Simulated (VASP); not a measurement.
Input of a VASP 6.6.1 run:

INCAR

```
SYSTEM = Al3WO2
ALGO     = Normal         ! electronic algorithm
EDIFF    = 1E-6           ! SCF threshold, eV
ENCUT    = 520            ! plane-wave cutoff, eV
GGA      = PE             ! functional
ISIF     = 2              ! what is computed and relaxed
ISMEAR   = 0              ! smearing method
LASPH    = .TRUE.         ! aspherical terms in the spheres
LCHARG   = .FALSE.        ! write CHGCAR
LREAL    = .FALSE.        ! projectors in reciprocal space
LWAVE    = .FALSE.        ! write WAVECAR
NBANDS   = 26             ! bands
NELM     = 60             ! most SCF steps
PREC     = Accurate       ! precision mode
SIGMA    = 0.1            ! smearing width, eV
```

Contents of KPOINTS:

```
k-points
0
G
  6 6 2
  0 0 0
```

Contents of POSCAR:

```
Al3WO2
1.0
    2.8693855156      0.0000000026      0.0000000000
   -1.4346927600      2.4849607484      0.0000000000
    0.0000000000      0.0000000000     10.2079934260
Al W O
3 1 2
Direct
    0.3333333333      0.6666666667      0.7928594909
    0.6666666667      0.3333333333      0.2071405091
    0.0000000000      0.0000000000      0.5000000000
    0.0000000000      0.0000000000      0.0000000000
    0.3333333333      0.6666666667      0.4018082278
    0.6666666667      0.3333333333      0.5981917722
```

Potentials or basis: VASP PAW PBE potentials, release 64 (Al, W_sv, O).

Command:

```bash
$ cat potpaw_PBE.64/Al/POTCAR potpaw_PBE.64/W_sv/POTCAR potpaw_PBE.64/O/POTCAR > POTCAR
$ mpirun -np 1 vasp_std > vasp.out
```

Problem. Estimate the largest force.

Solution. 0.015 eV/Å.

Problem. Estimate the pressure.

Solution. -0.1 GPa.

Stress tensor (GPa, compression positive):
```
-0.31  0.00  0.00
 0.00 -0.31  0.00
 0.00  0.00  0.43
```

Caveat: the k points lie up to 0.42 Å⁻¹ apart; an odd number of electrons without spin polarisation forces a metal; a magnetic or distorted state may lie lower.
